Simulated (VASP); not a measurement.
Input of a VASP 6.6.1 run:

The input INCAR:

```
PREC     = Accurate       # precision mode
ENCUT    = 520            # plane-wave cutoff, eV
EDIFF    = 1E-6           # SCF threshold, eV
ISMEAR   = 0              # smearing method
SIGMA    = 0.1            # smearing width, eV
LREAL    = False          # projectors in reciprocal space
LASPH    = True           # aspherical terms in the spheres
NELM     = 60             # most SCF steps
ALGO     = Normal         # electronic algorithm
ISIF     = 2              # what is computed and relaxed
LWAVE    = False          # write WAVECAR
LCHARG   = False          # write CHGCAR
GGA      = PE             # functional
NBANDS   = 29             # bands
```

The input KPOINTS:

```
Automatic mesh
0
Gamma
  4 4 4
```

File POSCAR:

```
PdWSe3
1.0
    4.7185288900      0.0000000000      0.0000000000
    0.0000000000      4.7185288900      0.0000000000
    0.0000000000      0.0000000000      4.7185288900
Pd W Se
1 1 3
Direct
    0.5000000000      0.5000000000      0.5000000000
    0.0000000000      0.0000000000      0.0000000000
    0.5000000000      0.0000000000      0.0000000000
    0.0000000000      0.5000000000      0.0000000000
    0.0000000000      0.0000000000      0.5000000000
```

Potentials or basis: VASP PAW PBE potentials, release 64 (Pd, W_sv, Se).

Run with:

```console
$ cat potpaw_PBE.64/Pd/POTCAR potpaw_PBE.64/W_sv/POTCAR potpaw_PBE.64/Se/POTCAR > POTCAR
$ mpirun -np 1 vasp_std > vasp.out
```

(1) Predict the band gap on the k mesh.

(2) Predict the pressure.

Answers

(1) zero (band 21 reaches 6.40 eV, above the bottom of band 22 at 5.11 eV).

(2) 13.7 GPa.

Caveat: spin-orbit coupling is left out, which moves the levels of the heavy elements.
